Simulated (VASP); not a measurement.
Crystal: BeTe.

```
Te Be
1.0
     0.00000    2.73256    2.73256
     2.73256    0.00000    2.73256
     2.73256    2.73256    0.00000
Te Be
1 1
Direct
  0.75000 0.75000 0.75000
  0.00000 0.00000 0.00000
```

Base run:

| Item | Value |
| --- | --- |
| Program | VASP 6.6.1 |
| Functional | PBE0 |
| Potentials or basis | VASP PAW PBE potentials, release 64 (Te, Be) |
| Cutoff | 520 eV |
| k mesh | 6 × 6 × 6 |
| Occupations | fermi-dirac, width 0.05 eV |
| Spin | no spin polarisation |

Its results: band gap on the k mesh 3.06 eV (least direct gap 5.06 eV); pressure 6.4 GPa.

Task: The run is repeated on the same cell with these changes: functional from PBE0 to HSE06; further incar settings from ALGO = Normal; EDIFF = 1e-07; NBANDS = 11 to ALGO = Normal; EDIFF = 1e-06; NBANDS = 11. What comes out?

Result: Band gap on the k mesh 2.38 eV (least direct gap 4.37 eV); pressure 6.4 GPa.

Caveats: the cell stands under pressure; the PAW data sets were made with another functional, which shifts forces and pressure a little; spin-orbit coupling is left out, which moves the levels of the heavy elements.

A k mesh can miss the band edges.
